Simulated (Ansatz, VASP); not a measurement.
Two plane-wave programs on Pt

File INCAR:

```
SYSTEM = Pt
  PREC = Accurate
  ENCUT = 520
  EDIFF = 1E-7
  ISMEAR = 0
  SIGMA = 0.15
  LREAL = .False.
  LASPH = .True.
  NELM = 80
  ALGO = Fast
  ISIF = 2
  LWAVE = .False.
  LCHARG = .True.
  GGA = PS
  LELF = .True.
  LVHAR = .True.
  NBANDS = 28
```

Contents of KPOINTS:

```
Automatic mesh
0
Gamma
  22 14 14
  0 0 0
```

File POSCAR:

```
Pt
1.0
   -2.7251696203      0.0000000000      0.0000000000
    0.0000000000      0.0000000000     -4.7068056308
    0.0000000000     -4.7201322416      0.0000000000
Pt
4
Direct
    1.0550424454      0.2500000000      0.3333333333
    0.5550424454      0.2500000000      0.8333333333
    0.4449575546      0.7500000000      0.1666666667
   -0.0550424454      0.7500000000      0.6666666667
```

Input for Ansatz:

```yaml
crystal:
  lattice:
    - [-2.7251696203, 0.0, 0.0]
    - [0.0, 0.0, -4.7068056308]
    - [0.0, -4.7201322416, 0.0]
  atoms:
    - { symbol: Pt, position: [1.0550424454, 0.25, 0.3333333333] }
    - { symbol: Pt, position: [0.5550424454, 0.25, 0.8333333333] }
    - { symbol: Pt, position: [0.4449575546, 0.75, 0.1666666667] }
    - { symbol: Pt, position: [-0.0550424454, 0.75, 0.6666666667] }
basis:
  ecutwfc: 420
kpoints:
  mp_grid: { grid: [22, 14, 14] }
hamiltonian:
  xc: pbesol
scf:
  occupations: { method: gaussian, width: 0.15 }
output:
  forces: true
  stress: true
  eigenvalues: true
```

Change from the starting cell: mode 1 (-16.0 1/cm) frozen in, largest displacement +0.150 Å.

Alike in both runs: task single point; functional PBEsol; k mesh 22 × 14 × 14; occupations gaussian, width 0.15 eV; no spin polarisation.

|  | VASP | Ansatz |
| --- | --- | --- |
| version | VASP 6.6.1 | Ansatz 0.2.0 |
| potentials or method | VASP PAW PBE potentials, release 64 (Pt), cutoff 520 eV | scalar-relativistic, plane waves, PAW |
| valence electrons in the cell | 40 | 72 |

```csv
,VASP,Ansatz,Ansatz less VASP
gap on the k mesh at the Fermi level (eV),none,none,-
pressure (GPa),0.6,1.0,+0.43
"traceless stress, the component that is largest in VASP (GPa)",-1.61,-1.66,-0.052
rms of the force components (eV/Å),0.148,0.149,+0.0016
```

VASP's potentials were made for PBE, not for PBEsol. Atom by atom the forces differ by 0.002 eV/Å (rms over components). A gap of «none» marks a metal or a gap that the smearing closes. The functional is the same, so the differences come from potentials, cutoffs and numerics. VASP's potentials hold 40 valence electrons a cell and Ansatz's 72, so a difference there can come from the potentials and not from the codes.

Spin-orbit coupling is off throughout.
